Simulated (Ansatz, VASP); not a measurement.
# Two plane-wave programs on Ge

INCAR

```
SYSTEM = Ge
ALGO     = Normal         ! electronic algorithm
EDIFF    = 1E-6           ! SCF threshold, eV
ENCUT    = 520            ! plane-wave cutoff, eV
GGA      = CA             ! functional
ISIF     = 2              ! what is computed and relaxed
ISMEAR   = -1             ! smearing method
LASPH    = .True.         ! aspherical terms in the spheres
LCHARG   = .True.         ! write CHGCAR
LELF     = .True.         ! ELF
LREAL    = .False.        ! projectors in reciprocal space
LVHAR    = .True.       
LWAVE    = .False.        ! write WAVECAR
NBANDS   = 13             ! bands
NELM     = 100            ! most SCF steps
PREC     = Accurate       ! precision mode
SIGMA    = 0.05           ! smearing width, eV
```

File KPOINTS:

```
k-points
0
Gamma
  14 14 13
  0 0 0
```

POSCAR

```
Ge
1.0
    1.3971490000     -2.6005160000      0.0000000000
    1.3971490000      2.6005160000      0.0000000000
    0.0000000000      0.0000000000      2.6982310000
Ge
1
Direct
    0.5000000000      0.5000000000      0.0000000000
```

Input for Ansatz:

```yaml
crystal:
  lattice:
    - [1.397149, -2.600516, 0.0]
    - [1.397149, 2.600516, 0.0]
    - [0.0, 0.0, 2.698231]
  atoms:
    - { symbol: Ge, position: [0.5, 0.5, 0.0] }
basis:
  ecutwfc: 470.0
kpoints:
  mp_grid:
    grid: [14, 14, 13]
hamiltonian:
  xc: lda
scf:
  convergence:
    dr2_threshold: 1.0e-09
  occupations:
    method: fermi_dirac
    width: 0.05
output:
  stress: true
```

Alike in both runs: task single point; functional LDA; k mesh 14 × 14 × 13; occupations fermi-dirac, width 0.05 eV; no spin polarisation.

|  | VASP | Ansatz |
| --- | --- | --- |
| version | VASP 6.6.1 | Ansatz 0.2.0 |
| potentials or method | VASP PAW LDA potentials, release 64 (Ge_d), cutoff 520 eV | plane waves, PAW |
| valence electrons in the cell | 14 | 14 |

|  | VASP | Ansatz | Ansatz less VASP |
| --- | --- | --- | --- |
| pressure (GPa) | -5.8 | -5.8 | +0.07 |
| traceless stress, the component that is largest in VASP (GPa) | 1.24 | 1.20 | -0.038 |

LDA's correlation is that of Perdew and Zunger in VASP and of Perdew and Wang (1992) in Ansatz. Ansatz's warnings: stress scf threshold loose.
